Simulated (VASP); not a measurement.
# TaN (WC type) (P-6m2) in VASP: further runs

The runs below take TaN (WC type) through relaxation of cell and atoms, with PBE.

Everything below comes from runs of VASP 6.6.1. Logs are shortened: lines on timing, memory, paths and dates and some standing lists are left out, and cuts for length are marked.

## (1) The cell of the first run

It takes space group P-6m2 (No. 187, hexagonal). The conventional cell has a = 2.506 Å, b = 2.506 Å, c = 2.456 Å, α = 90.00°, β = 90.00°, γ = 120.00°. Ta (site symmetry -6m2) has 6 N at 1.90 Å and 8 Ta at 2.46 to 2.51 Å within 2.6 Å. Within 2.6 Å of N (site symmetry -6m2) lie 6 Ta at 1.90 Å and 8 N at 2.46 to 2.51 Å.

## (2) Relaxation of cell and atoms, PBE, target pressure 440 GPa, at which the enthalpy is minimised

INCAR reads:

```
PREC = Accurate ; ENCUT = 600
EDIFF = 1E-7 ; ISMEAR = -1
SIGMA = 0.1 ; LREAL = False
LASPH = True ; NELM = 60
ALGO = Normal ; ISIF = 3
LWAVE = False ; LCHARG = False
GGA = PE ; IBRION = 2
NSW = 60 ; EDIFFG = -0.005
PSTRESS = 4400.0
```

KPOINTS reads:

```
regular mesh
0
Gamma
  18 18 16
```

POSCAR reads:

```
TaN
1.0
    2.5064040955      0.0000000000      0.0000000000
   -1.2532020478      2.1706096189      0.0000000000
    0.0000000000      0.0000000000      2.4562760136
Ta N
1 1
Direct
    0.0000000000      0.0000000000      0.0000000000
    0.3333333333      0.6666666667      0.5000000000
```

Potentials or basis: VASP PAW PBE potentials, release 64 (Ta_pv, N).

On the command line:

```
$ cat potpaw_PBE.64/Ta_pv/POTCAR potpaw_PBE.64/N/POTCAR > POTCAR
$ mpirun -np 1 vasp_std > vasp.out
```

OUTCAR:

```text
PREC = Accurate
   ENCUT = 600
   EDIFF = 1E-7
   ISMEAR = -1
   LREAL = False
   LASPH = True
   NELM = 60
   ISIF = 3
   GGA = PE
   IBRION = 2
   NSW = 60
   EDIFFG = -0.005
   PSTRESS = 4400.0

 ion  position               nearest neighbor table
   1  0.000  0.000  0.000-   2 1.90   2 1.90   2 1.90   2 1.90   2 1.90   2 1.90
   2  0.333  0.667  0.500-   1 1.90   1 1.90   1 1.90   1 1.90   1 1.90   1 1.90

  LATTYP: Found a hexagonal cell.
 ALAT       =     2.5064040955
 C/A-ratio  =     0.9800000000

  Lattice vectors:

 A1 = (   2.5064040955,   0.0000000000,   0.0000000000)
 A2 = (  -1.2532020478,   2.1706096189,   0.0000000000)
 A3 = (   0.0000000000,   0.0000000000,   2.4562760136)

Analysis of symmetry for initial positions (statically):
=====================================================================
 Subroutine PRICEL returns:
 Original cell was already a primitive cell.

 Routine SETGRP: Setting up the symmetry group for a
 hexagonal supercell.

 Subroutine GETGRP returns: Found 12 space group operations
 (whereof 12 operations were pure point group operations)
 out of a pool of 24 trial point group operations.

The static configuration has the point symmetry D_3h.

Analysis of symmetry for dynamics (positions and initial velocities):
=====================================================================
 Subroutine PRICEL returns:
 Original cell was already a primitive cell.

 Routine SETGRP: Setting up the symmetry group for a
 hexagonal supercell.

 Subroutine GETGRP returns: Found 12 space group operations
 (whereof 12 operations were pure point group operations)
 out of a pool of 24 trial point group operations.

The dynamic configuration has the point symmetry D_3h.

 Subroutine INISYM returns: Found 12 space group operations
 (whereof 12 operations are pure point group operations),
 and found     1 'primitive' translations

----------------------------------------------------------------------------------------

                                     Primitive cell

  volume of cell :      13.3632

  direct lattice vectors                    reciprocal lattice vectors
     2.506404096  0.000000000  0.000000000     0.398977963  0.230350034  0.000000000
    -1.253202048  2.170609619  0.000000000     0.000000000  0.460700068  0.000000000
     0.000000000  0.000000000  2.456276014     0.000000000  0.000000000  0.407120370

  length of vectors
     2.506404096  2.506404096  2.456276014     0.460700068  0.460700068  0.407120370

  position of ions in fractional coordinates (direct lattice)
     0.000000000  0.000000000  0.000000000
     0.333333333  0.666666667  0.500000000

  ion indices of the primitive-cell ions
   primitive index   ion index
                 1           1
                 2           2

----------------------------------------------------------------------------------------

 KPOINTS: regular mesh

Automatic generation of k-mesh.
 Grid dimensions read from file:
 generate k-points for:   18   18   16

 Generating k-lattice:

  Cartesian coordinates                     Fractional coordinates (reciprocal lattice)
     0.022165442  0.012797224  0.000000000     0.055555556 -0.000000000  0.000000000
     0.000000000  0.025594448  0.000000000     0.000000000  0.055555556  0.000000000
     0.000000000  0.000000000  0.025445023     0.000000000  0.000000000  0.062500000

  Length of vectors
     0.025594448  0.025594448  0.025445023

  Shift w.r.t. Gamma in fractional coordinates (k-lattice)
     0.000000000  0.000000000  0.000000000

 Subroutine IBZKPT returns following result:
 ===========================================

 Found    333 irreducible k-points:

 Following reciprocal coordinates:
            Coordinates               Weight
  0.000000  0.000000  0.000000      1.000000
  0.055556  0.000000  0.000000      6.000000
  0.111111  0.000000  0.000000      6.000000
  0.166667  0.000000  0.000000      6.000000
  0.222222  0.000000  0.000000      6.000000
  0.277778  0.000000  0.000000      6.000000
[... 16 lines left out ...]
  0.333333  0.111111  0.000000     12.000000
  0.388889  0.111111  0.000000     12.000000
 [... further k-points ...]
   k-points           NKPTS =    333   k-points in BZ     NKDIM =    333   number of bands    NBANDS=     12
   number of dos      NEDOS =    301   number of ions     NIONS =      2
   total plane-waves  NPLWV =   8000
   dimension x,y,z NGX =    20 NGY =   20 NGZ =   20
   dimension x,y,z NGXF=    40 NGYF=   40 NGZF=   40
   ions per type =               1   1
   NGX,Y,Z   is equivalent  to a cutoff of  13.27, 13.27, 13.54 a.u.
   NGXF,Y,Z  is equivalent  to a cutoff of  26.53, 26.53, 27.07 a.u.
 SYSTEM =  unknown system
   PREC   = accura    normal or accurate (medium, high low for compatibility)
   ISTART =      0    job   : 0-new  1-cont  2-samecut
   ICHARG =      2    charge: 1-file 2-atom 10-const
   ISPIN  =      1    spin polarized calculation?
   LNONCOLLINEAR =      F non collinear calculations
   LSORBIT =      F    spin-orbit coupling
   LASPH  =      T    aspherical Exc in radial PAW
   ENCUT  =  600.0 eV  44.10 Ry    6.64 a.u.   5.01  5.01  4.91*2*pi/ulx,y,z
   NELM   =     60;   NELMIN=  2; NELMDL= -5     # of ELM steps
   EDIFF  = 0.1E-06   stopping-criterion for ELM
   LREAL  =      F    real-space projection
   EDIFFG = -.5E-02   stopping-criterion for IOM
   NSW    =     60    number of steps for IOM
   IBRION =      2    ionic relax: 0-MD 1-quasi-New 2-CG
   NFREE  =      1    steps in history (QN), initial steepest desc. (CG)
   ISIF   =      3    stress and relaxation
   ISYM   =      2    0-nonsym 1-usesym 2-fastsym
   POTIM  = 0.5000    time-step for ionic-motion
   TEBEG  =    0.0;   TEEND  =   0.0 temperature during run
   PSTRESS= 4400.0 pullay stress
   NELECT =      16.0000    total number of electrons
   NUPDOWN=      -1.0000    fix difference up-down
   EMIN   =  10.00;   EMAX   =-10.00  energy-range for DOS
   EFERMI =   0.00;   METHOD = LEGACY
   ISMEAR =    -1;   SIGMA  =   0.10  broadening in eV -4-tet -1-fermi 0-gaus
   EFERMI_NEDOS =   21; number of points for ismear=-14 and -15
   IALGO  =     38    algorithm
   IMIX   =      4    mixing-type and parameters
     AMIX     =   0.40;   BMIX     =  1.00
     AMIX_MAG =   1.60;   BMIX_MAG =  1.00
  volume/ion in A,a.u.               =       6.68        45.09
  Fermi-wavevector in a.u.,A,eV,Ry     =   1.738380  3.285063 41.116352  3.021967
  Thomas-Fermi vector in A             =   2.811424
   LORBIT       =      0    0 simple, 1 ext, 2 COOP (PROOUT), +10 PAW based schemes
   GGA     = PE    functional components
   LHFCALC =     F    Hartree Fock is set to
   AEXX    =    0.0000 exact exchange contribution
   IVDW    =     0    specifies the selected vdW correction
   LEPSILON=     F    determine dielectric tensor
   LRPA    =     F    only Hartree local field effects (RPA)
 conjugate gradient relaxation of ions
 non-spin polarized calculation
  energy-cutoff  :      600.00
  volume of cell :       13.36
 maximum number of plane-waves:       462
 NGX is ok and might be reduce to    20
   NGX =  9   NGY =  9   NGZ =  9

--------------------------------------- Ionic step        1  -------------------------------------------

 number of electron      15.9999999 magnetization

 Free energy of the ion-electron system (eV)
  ---------------------------------------------------
  ext. energy  EPLUGINS =         0.00000000
  ---------------------------------------------------
  free energy    TOTEN  =       -14.20540127 eV

  energy without entropy =      -14.19806756  energy(sigma->0) =      -14.20173441

------------------------ aborting loop because EDIFF is reached ----------------------------------------

  FORCE on cell =-STRESS in cart. coord.  units (eV):
  Direction    XX          YY          ZZ          XY          YZ          ZX
  --------------------------------------------------------------------------------------
  -------------------------------------------------------------------------------------
  Total       37.9623841     37.9623841     42.5768231     -0.0000000      0.0000000     -0.0000000
  in kB     4551.4951012   4551.4951014   5104.7426602     -0.0000001      0.0000000     -0.0000000
  external PRESSURE =     335.9109543 kB  Pullay stress =    4400.0000000 kB
[... 97 lines left out ...]
  energy  without entropy=      -15.2776973882  energy(sigma->0) =      -15.28113693

  enthalpy is  TOTEN    =        22.4419210535 eV   P V=       37.7264975191

[... ionic steps 4 to 8 ...]

--------------------------------------- Ionic step        9  -------------------------------------------

 number of electron      15.9999997 magnetization

------------------------ aborting loop because EDIFF is reached ----------------------------------------
[... 71 lines left out ...]
--------------------------------------- Ionic step       11  -------------------------------------------

 number of electron      15.9999997 magnetization

 Free energy of the ion-electron system (eV)
  ---------------------------------------------------
  ext. energy  EPLUGINS =         0.00000000
  ---------------------------------------------------
  free energy    TOTEN  =       -14.87472225 eV

  energy without entropy =      -14.86769850  energy(sigma->0) =      -14.87121037

 E-fermi :  14.6167     XC(G=0): -16.0723

 val. band max:       14.5969220031   @ k =   0.1111   0.0000   0.3125
 cond. band min:      14.6362293216   @ k =   0.3333   0.2778   0.0000
 fundamental gap:      0.0393073185
 Fermi energy:        14.6166761263

 k-point     1 :       0.0000    0.0000    0.0000
  band No.  band energies     occupation
      1     -20.2177      2.00000
      2     -18.9417      2.00000
      3     -18.9417      2.00000
      4      -7.4360      2.00000
      5       6.7535      2.00000
      6       7.2222      2.00000
      7       7.2222      2.00000
      8      10.7414      2.00000
      9      19.7360      0.00000
     10      19.7360      0.00000
     11      19.9625      0.00000
     12      21.0109      0.00000
[... 331 lines left out ...]
 k-point    24 :       0.3889    0.1111    0.0000
  band No.  band energies     occupation
      1     -23.4351      2.00000
      2     -20.4026      2.00000
      3     -19.3501      2.00000
      4      -2.8061      2.00000
      5       3.3400      2.00000
      6       5.5157      2.00000
      7       8.0532      2.00000
      8      10.5865      2.00000
      9      17.0216      0.00000
     10      19.5098      0.00000
     11      22.6478      0.00000
     12      23.8682      0.00000

 [... further k-points ...]

------------------------ aborting loop because EDIFF is reached ----------------------------------------

  FORCE on cell =-STRESS in cart. coord.  units (eV):
  Direction    XX          YY          ZZ          XY          YZ          ZX
  --------------------------------------------------------------------------------------
  -------------------------------------------------------------------------------------
  Total       37.2986775     37.2986775     37.2837657     -0.0000000      0.0000000      0.0000000
  in kB     4401.1624615   4401.1624619   4399.4028956     -0.0000002      0.0000000      0.0000000
  external PRESSURE =       0.5759397 kB  Pullay stress =    4400.0000000 kB
[... 21 lines left out ...]
  energy  without entropy=      -14.8676984962  energy(sigma->0) =      -14.87121037

  enthalpy is  TOTEN    =        22.4141037104 eV   P V=       37.2888259618

 reached required accuracy - stopping structural energy minimisation
```

Wall time 7.1 min (1 thread of Intel Xeon 8259CL, shared host); peak memory 0.21 GiB.

Results:

- Free energy: -14.8747 eV
- Relaxed volume: 6.79 Å³/atom
- Relaxed cell: a = 2.488 Å, b = 2.488 Å, c = 2.533 Å, α = 90.00°, β = 90.00°, γ = 120.00°
- Space group after relaxing (to 0.1 Å): P-6m2 (No. 187)
- Energy change on relaxing (the run minimises the enthalpy): -334.7 meV/atom
- Ionic steps: 11
- Pressure after relaxing: 440.1 GPa
- Band gap on the k mesh: zero (bands 8 and 9 overlap by 2.24 eV)

Stress tensor (GPa, compression positive):
```
440.12   0.00   0.00
  0.00 440.12   0.00
  0.00   0.00 439.94
```

The path:
```csv
step,energy change (eV),largest force (eV/Å),pressure (GPa),volume (Å³)
1,0.0000,0.0000,473.59,13.36
2,-5.3814,0.0000,189.36,16.20
3,-1.0792,0.0000,421.21,13.74
4,-0.9391,0.0000,428.08,13.69
5,0.1120,0.0000,469.55,13.33
6,-0.6622,0.0000,440.47,13.58
7,-0.6560,0.0000,440.72,13.57
8,-0.7568,0.0000,435.64,13.61
9,-0.6687,0.0000,440.08,13.58
10,-0.6691,0.0000,440.07,13.58
11,-0.6693,0.0000,440.06,13.58
```

Final structure:
```
CELL_PARAMETERS angstrom
2.48805 0.00000 0.00000
-1.24402 2.15471 0.00000
0.00000 0.00000 2.53273
ATOMIC_POSITIONS crystal
Ta 0.00000 0.00000 0.00000
N 0.33333 0.66667 0.50000
```

Caveat: the cell is relaxed towards a set pressure, so the run minimises the enthalpy, not the energy; spin-orbit coupling is left out, which moves the levels of the heavy elements.

## (3) Relaxation of cell and atoms, PBE, target pressure 440 GPa, at which the enthalpy is minimised

This run uses another cell than the first one, of 6.75 Å³/atom.

INCAR reads:

```
PREC = Accurate
ENCUT = 600
EDIFF = 1E-6
ISMEAR = -1
SIGMA = 0.1
LREAL = False
LASPH = True
NELM = 80
ALGO = Normal
ISIF = 3
LWAVE = False
LCHARG = False
GGA = PE
IBRION = 2
NSW = 32
EDIFFG = -0.005
PSTRESS = 4400.0
```

KPOINTS is that of step 2.

POSCAR reads:

```
TaN
1.0
    2.4836780046      0.0000000000      0.0000000000
   -1.2418390023      2.1509282468      0.0000000000
    0.0000000000      0.0000000000      2.5270507618
Ta N
1 1
Direct
    0.0000000000      0.0000000000      0.0000000000
    0.3333333333      0.6666666667      0.5000000000
```

Potentials or basis: VASP PAW PBE potentials, release 64 (Ta_pv, N).

On the command line:

```
$ cat potpaw_PBE.64/Ta_pv/POTCAR potpaw_PBE.64/N/POTCAR > POTCAR
$ mpirun -np 1 vasp_std > vasp.out
```

Run time: 2.2 min. Hardware: 1 thread of Intel Xeon 8259CL, shared host; peak memory 0.2 GiB.

The run converged. Its results:

| Item | Value |
| --- | --- |
| Free energy | -14.8766 eV |
| Relaxed volume | 6.79 Å³/atom |
| Relaxed cell | a = 2.488 Å, b = 2.488 Å, c = 2.532 Å, α = 90.00°, β = 90.00°, γ = 120.00° |
| Space group after relaxing (to 0.1 Å) | P-6m2 (No. 187) |
| Energy change on relaxing (the run minimises the enthalpy) | -109.2 meV/atom |
| Ionic steps | 4 |
| Pressure after relaxing | 440.0 GPa |
| Band gap on the k mesh | zero (bands 8 and 9 overlap by 2.24 eV) |

Stress tensor (GPa, compression positive):
```
439.94   0.00   0.00
  0.00 439.94   0.00
  0.00   0.00 440.08
```

The path:
```tsv
step	energy change (eV)	largest force (eV/Å)	pressure (GPa)	volume (Å³)
1	0.0000	0.0000	450.69	13.50
2	-2.2089	0.0000	341.76	14.40
3	-0.2254	0.0000	439.65	13.58
4	-0.2183	0.0000	439.98	13.58
```

Final structure:
```
Ta N
1.0
     2.48829    0.00000    0.00000
    -1.24415    2.15493    0.00000
     0.00000    0.00000    2.53233
Ta N
1 1
Direct
  0.00000 0.00000 0.00000
  0.33333 0.66667 0.50000
```

Levels at points of the mesh, in eV from the Fermi level:
| k point | band 4 | band 5 | band 6 | band 7 | band 8 | band 9 | band 10 | band 11 | band 12 |
| --- | --- | --- | --- | --- | --- | --- | --- | --- | --- |
| (0.00, 0.00, 0.00) | -22.05 | -7.86 | -7.40 | -7.40 | -3.87 | 5.12 | 5.12 | 5.34 | 6.39 |
| (0.50, 0.00, 0.00) | -17.77 | -11.36 | -9.25 | -6.76 | -4.26 | 4.11 | 7.08 | 7.17 | 9.23 |
| (0.00, 0.00, 0.50) | -15.43 | -12.74 | -6.02 | -6.02 | -1.29 | -1.29 | 2.38 | 4.30 | 4.30 |
| (0.50, 0.00, 0.50) | -20.27 | -11.10 | -9.32 | -8.27 | 0.95 | 7.35 | 9.52 | 10.04 | 11.88 |

Caveat: the cell is relaxed towards a set pressure, so the run minimises the enthalpy, not the energy; spin-orbit coupling is left out, which moves the levels of the heavy elements.

The gap in the log of VASP goes by the Fermi energy; the results here count the filled bands.